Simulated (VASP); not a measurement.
# Ir (Pm-3m) in VASP: notebook, part 2 of 2

VASP 6.6.1. Earlier steps stand in the parts before.

## Step 4: Single point, LDA (14.86 Å³/atom)

This run uses another cell than the first one, of 14.86 Å³/atom.

INCAR

```
PREC = Accurate
ENCUT = 520
EDIFF = 1E-7
ISMEAR = -1
SIGMA = 0.1
LREAL = False
LASPH = True
NELM = 100
ALGO = Normal
ISIF = 2
LWAVE = False
LCHARG = False
GGA = CA
NBANDS = 10
```

KPOINTS

```
Automatic mesh
0
Gamma
  14 14 14
```

POSCAR

```
Ir
1.0
    2.4587469431      0.0000000000      0.0000000000
    0.0000000000      2.4587469431      0.0000000000
    0.0000000000      0.0000000000      2.4587469431
Ir
1
Direct
    0.0000000000      0.0000000000      0.0000000000
```

Potentials or basis: VASP PAW LDA potentials, release 64 (Ir).

The run is started by

```
cat potpaw_LDA.64/Ir/POTCAR > POTCAR
mpirun -np 1 vasp_std > vasp.out
```

OUTCAR:

```text
PREC = Accurate
   ENCUT = 520
   EDIFF = 1E-7
   ISMEAR = -1
   LREAL = False
   LASPH = True
   NELM = 100
   ISIF = 2
   GGA = CA

 ion  position               nearest neighbor table
   1  0.000  0.000  0.000-

  LATTYP: Found a simple cubic cell.
 ALAT       =     2.4587469431

  Lattice vectors:

 A1 = (   2.4587469431,   0.0000000000,   0.0000000000)
 A2 = (   0.0000000000,   2.4587469431,   0.0000000000)
 A3 = (   0.0000000000,   0.0000000000,   2.4587469431)

Analysis of symmetry for initial positions (statically):
=====================================================================
 Subroutine PRICEL returns:
 Original cell was already a primitive cell.

 Routine SETGRP: Setting up the symmetry group for a
 simple cubic supercell.

 Subroutine GETGRP returns: Found 48 space group operations
 (whereof 48 operations were pure point group operations)
 out of a pool of 48 trial point group operations.

The static configuration has the point symmetry O_h .

Analysis of symmetry for dynamics (positions and initial velocities):
=====================================================================
 Subroutine PRICEL returns:
 Original cell was already a primitive cell.

 Routine SETGRP: Setting up the symmetry group for a
 simple cubic supercell.

 Subroutine GETGRP returns: Found 48 space group operations
 (whereof 48 operations were pure point group operations)
 out of a pool of 48 trial point group operations.

The dynamic configuration has the point symmetry O_h .

 Subroutine INISYM returns: Found 48 space group operations
 (whereof 48 operations are pure point group operations),
 and found     1 'primitive' translations

----------------------------------------------------------------------------------------
[... 111 lines left out ...]
     AMIX_MAG =   1.60;   BMIX_MAG =  1.00
  volume/ion in A,a.u.               =      14.86       100.31
  Fermi-wavevector in a.u.,A,eV,Ry     =   1.384975  2.617223 26.098081  1.918155
  Thomas-Fermi vector in A             =   2.509428
   LORBIT       =      0    0 simple, 1 ext, 2 COOP (PROOUT), +10 PAW based schemes
   GGA     = CA    functional components
   LHFCALC =     F    Hartree Fock is set to
   AEXX    =    0.0000 exact exchange contribution
   IVDW    =     0    specifies the selected vdW correction
   LEPSILON=     F    determine dielectric tensor
   LRPA    =     F    only Hartree local field effects (RPA)
 non-spin polarized calculation
  energy-cutoff  :      520.00
  volume of cell :       14.86
 maximum number of plane-waves:       432
   NGX =  9   NGY =  9   NGZ =  9

 number of electron       8.9999998 magnetization

 Free energy of the ion-electron system (eV)
  ---------------------------------------------------
  ext. energy  EPLUGINS =         0.00000000
  ---------------------------------------------------
  free energy    TOTEN  =        -9.15331175 eV

  energy without entropy =       -9.11497726  energy(sigma->0) =       -9.13414451

 E-fermi :   9.3683     XC(G=0): -13.6923

 val. band max:        9.3287332333   @ k =   0.1429   0.1429   0.0714
 cond. band min:       9.4206613062   @ k =   0.4286   0.0714   0.0714
 fundamental gap:      0.0919280729
 Fermi energy:         9.3682779541

 k-point     1 :       0.0000    0.0000    0.0000
  band No.  band energies     occupation
      1      -0.9662      2.00000
      2       2.1734      2.00000
      3       2.1734      2.00000
      4      11.0049      0.00000
      5      11.0049      0.00000
      6      11.0049      0.00000
      7      25.7984      0.00000
      8      25.7984      0.00000
      9      25.7984      0.00000
     10      32.5199      0.00000
[... 287 lines left out ...]
 k-point    24 :       0.3571    0.2143    0.0000
  band No.  band energies     occupation
      1       2.5662      2.00000
      2       4.0059      2.00000
      3       5.6356      2.00000
      4       8.3083      1.99995
      5       9.0309      1.93374
      6       9.8719      0.01291
      7      18.6068      0.00000
      8      24.9573      0.00000
      9      28.5508      0.00000
     10      33.5090      0.00000

 [... further k-points ...]

------------------------ aborting loop because EDIFF is reached ----------------------------------------

  FORCE on cell =-STRESS in cart. coord.  units (eV):
  Direction    XX          YY          ZZ          XY          YZ          ZX
  --------------------------------------------------------------------------------------
  -------------------------------------------------------------------------------------
  Total        2.8636780      2.8636780      2.8636780      0.0000000      0.0000000      0.0000000
  in kB      308.6691806    308.6691806    308.6691806      0.0000000      0.0000000      0.0000000
  external PRESSURE =     308.6691806 kB  Pullay stress =       0.0000000 kB

 VOLUME and BASIS-vectors are now :
 -----------------------------------------------------------------------------
  energy-cutoff  :      520.00
  volume of cell :       14.86
      direct lattice vectors                 reciprocal lattice vectors
     2.458746943  0.000000000  0.000000000     0.406711233  0.000000000  0.000000000
     0.000000000  2.458746943  0.000000000     0.000000000  0.406711233  0.000000000
     0.000000000  0.000000000  2.458746943     0.000000000  0.000000000  0.406711233

 POSITION                                       TOTAL-FORCE (eV/Angst)
 -----------------------------------------------------------------------------------
      0.00000      0.00000      0.00000         0.000000      0.000000      0.000000
 -----------------------------------------------------------------------------------
    total drift:                                0.000000      0.000000      0.000000

  FREE ENERGIE OF THE ION-ELECTRON SYSTEM (eV)
  ---------------------------------------------------
  free  energy   TOTEN  =        -9.1533117526 eV

  energy  without entropy=       -9.1149772585  energy(sigma->0) =       -9.13414451
```

OSZICAR:

```text
N       E                     dE             d eps       ncg     rms          rms(c)
DAV:   1     0.480678152349E+02    0.48068E+02   -0.43329E+03  2424   0.822E+02
DAV:   2    -0.862656743289E+01   -0.56694E+02   -0.54121E+02  2446   0.195E+02
DAV:   3    -0.954382373848E+01   -0.91726E+00   -0.91382E+00  2846   0.308E+01
DAV:   4    -0.955284150345E+01   -0.90178E-02   -0.90155E-02  2800   0.281E+00
DAV:   5    -0.955304561256E+01   -0.20411E-03   -0.20410E-03  2816   0.405E-01    0.162E+01
DAV:   6    -0.922403975589E+01    0.32901E+00   -0.56786E-01  2880   0.896E+00    0.733E+00
DAV:   7    -0.915937709307E+01    0.64663E-01   -0.15033E-01  3304   0.411E+00    0.170E+00
DAV:   8    -0.915470288265E+01    0.46742E-02   -0.89466E-03  2654   0.142E+00    0.901E-01
DAV:   9    -0.915330653515E+01    0.13963E-02   -0.53338E-04  2704   0.344E-01    0.251E-02
DAV:  10    -0.915331161461E+01   -0.50795E-05   -0.48028E-06  2904   0.222E-02    0.441E-03
DAV:  11    -0.915331175402E+01   -0.13941E-06   -0.12737E-07  2616   0.266E-03    0.264E-03
DAV:  12    -0.915331175257E+01    0.14500E-08   -0.48369E-09  1498   0.912E-04
   1 F= -.91533118E+01 E0= -.91341445E+01  d E =-.383345E-01
```

Run time: 12 s. Hardware: 1 thread of Intel Xeon 8259CL, shared host; peak memory 0.13 GiB.

Results:

```
Free energy            : -9.1533 eV
Pressure               : 30.9 GPa
Band gap on the k mesh : zero (an odd number of electrons rules out a gap without spin polarisation)
```

Levels at points of the mesh, in eV from the Fermi level:
```
           k point  band 1  band 2  band 3  band 4  band 5  band 6  band 7  band 8  band 9
(0.00, 0.00, 0.00)  -10.33   -7.19   -7.19    1.64    1.64    1.64   16.43   16.43   16.43
(0.50, 0.00, 0.00)   -7.12   -6.32   -1.82   -1.82   -1.37    1.99    7.08   16.38   21.10
(0.50, 0.50, 0.00)   -7.83   -5.55   -1.15   -1.15    4.14    4.75    4.75   13.47   15.24
(0.50, 0.50, 0.50)   -6.32   -6.32   -6.32    4.39    4.39    8.74   12.02   12.02   12.02
```

Caveat: the cell stands under pressure; spin-orbit coupling is left out, which moves the levels of the heavy elements.

## Step 5: Single point, LDA (15.51 Å³/atom)

This run uses another cell than the first one, of 15.51 Å³/atom.

INCAR

```
SYSTEM = Ir
ALGO = Normal
EDIFF = 1E-6
ENCUT = 520
ISIF = 2
ISMEAR = -1
LASPH = .TRUE.
LCHARG = .FALSE.
LREAL = .FALSE.
LWAVE = .FALSE.
NBANDS = 10
NELM = 80
PREC = Accurate
SIGMA = 0.1
```

KPOINTS

```
k-points
0
G
  14 14 14
  0 0 0
```

POSCAR

```
Ir
1.0
    2.4938766457      0.0000000000      0.0000000000
    0.0000000000      2.4938766457      0.0000000000
    0.0000000000      0.0000000000      2.4938766457
Ir
1
Direct
    0.0000000000      0.0000000000      0.0000000000
```

The run is started by

```
cat potpaw_LDA.64/Ir/POTCAR > POTCAR
mpirun -np 1 vasp_std > vasp.out
```

Wall time 14 s (1 thread of Intel Xeon 8259CL, shared host); peak memory 0.13 GiB.

It converged, with:

| Property | Result |
| --- | --- |
| Free energy | -9.2431 eV |
| Pressure | 14.2 GPa |
| Band gap on the k mesh | zero (an odd number of electrons rules out a gap without spin polarisation) |

Levels at points of the mesh, in eV from the Fermi level:
| k point | band 2 | band 3 | band 4 | band 5 | band 6 | band 7 |
| --- | --- | --- | --- | --- | --- | --- |
| (0.00, 0.00, 0.00) | -6.78 | -6.78 | 1.52 | 1.52 | 1.52 | 16.14 |
| (0.50, 0.00, 0.00) | -5.96 | -1.69 | -1.69 | -1.21 | 1.84 | 6.66 |
| (0.50, 0.50, 0.00) | -5.27 | -1.08 | -1.08 | 3.85 | 4.66 | 4.66 |
| (0.50, 0.50, 0.50) | -5.92 | -5.92 | 4.08 | 4.08 | 8.94 | 11.57 |

Caveat: the cell stands under pressure; spin-orbit coupling is left out, which moves the levels of the heavy elements.

## Step 6: Overview

| cell | k mesh | gap on the mesh (eV) | pressure (GPa) |
| --- | --- | --- | --- |
| a = 2.528 Å, 1 atom | 13 × 13 × 13 | none | 1.4 |
| a = 2.423 Å, 1 atom | 14 × 14 × 14 | none | 52.0 |
| a = 2.459 Å, 1 atom | 14 × 14 × 14 | none | 30.9 |
| a = 2.494 Å, 1 atom | 14 × 14 × 14 | none | 14.2 |

Alike in all rows: task single point; level LDA; potentials or basis VASP PAW LDA potentials, release 64 (Ir); no spin polarisation; cutoff (eV) 520; smearing fermi-dirac 0.1 eV.

Caveats: spin-orbit coupling is left out, which moves the levels of the heavy elements; the cell stands under pressure (at least some runs).

Total energies depend on the potentials used, so only differences within one code and one set of settings carry meaning.
